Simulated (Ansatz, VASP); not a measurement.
**Two plane-wave programs on TePbS4**

```
Te Pb S
1.0
     4.93675    0.00000    0.00000
    -2.46838    4.27535    0.00000
     0.00000    0.00000   10.49060
Te Pb S
1 1 4
Direct
  0.00000 0.00000 0.50000
  0.00000 0.00000 0.00000
  0.00000 0.00000 0.72664
  0.00000 0.00000 0.27336
  0.33333 0.66667 0.00000
  0.66667 0.33333 0.00000
```

Alike in both runs: functional PBE; k mesh 3 × 3 × 2; occupations gaussian, width 0.15 eV; no spin polarisation.

Ansatz relaxed the structure, and its values are those at the end. VASP's run is a single point on that final structure, the one shown.

```csv
,VASP,Ansatz
version,VASP 6.6.1,Ansatz 0.2.0
potentials or method,"VASP PAW PBE potentials, release 64 (Te, Pb_d, S), cutoff 500 eV","scalar-relativistic, plane waves, PAW"
valence electrons in the cell,44,54
```

VASP gave:

```
gap on the k mesh at the Fermi level (eV) : none
pressure (GPa)                            : 0.0
rms of the force components (eV/Å)        : 0.015
```

Task: Estimate Ansatz's values.

Result: gap on the k mesh at the Fermi level (eV): none; pressure (GPa): 0.0; rms of the force components (eV/Å): 0.019.

A gap of «none» marks a metal or a gap that the smearing closes. VASP's potentials hold 44 valence electrons a cell and Ansatz's 54, so a difference there can come from the potentials and not from the codes.

The k mesh is coarse, so the values compare programs but aren't converged. Spin-orbit coupling is off throughout.
